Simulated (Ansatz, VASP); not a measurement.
## La2Zr3O in VASP and in Ansatz

```
La Zr O
1.0
     5.54560    0.00000    0.00000
    -2.77280    4.80263    0.00000
     0.00000    0.00000    6.18149
La Zr O
2 3 1
Direct
  0.33333 0.66667 0.00000
  0.66667 0.33333 0.00000
  0.50000 0.00000 0.50000
  0.50000 0.50000 0.50000
  0.00000 0.50000 0.50000
  0.00000 0.00000 0.00000
```

Change from the starting cell: species swapped into the YCo3B2 type (P6/mmm, No. 191).

Alike in both runs: task relaxation of cell and atoms; functional PBE; k mesh 6 × 6 × 4; occupations gaussian, width 0.1 eV; no spin polarisation.

```csv
,VASP,Ansatz
version,VASP 6.6.1,Ansatz 0.2.0
potentials or method,"VASP PAW PBE potentials, release 64 (La, Zr_sv, O), cutoff 600 eV","scalar-relativistic, plane waves, PAW"
valence electrons in the cell,64,64
```

Ansatz gave:

```
gap on the k mesh at the Fermi level, each at its own relaxed structure (eV) : none
relaxed volume (Å³/atom)                                                     : 26.74
relaxed cell length with the largest relative difference (Å)                 : 5.455
```

Task: Which values does VASP return?

Result: gap on the k mesh at the Fermi level, each at its own relaxed structure (eV): none; relaxed volume (Å³/atom): 26.87; relaxed cell length with the largest relative difference (Å): 5.464.

A gap of «none» marks a metal or a gap that the smearing closes.

Spin-orbit coupling is off throughout.
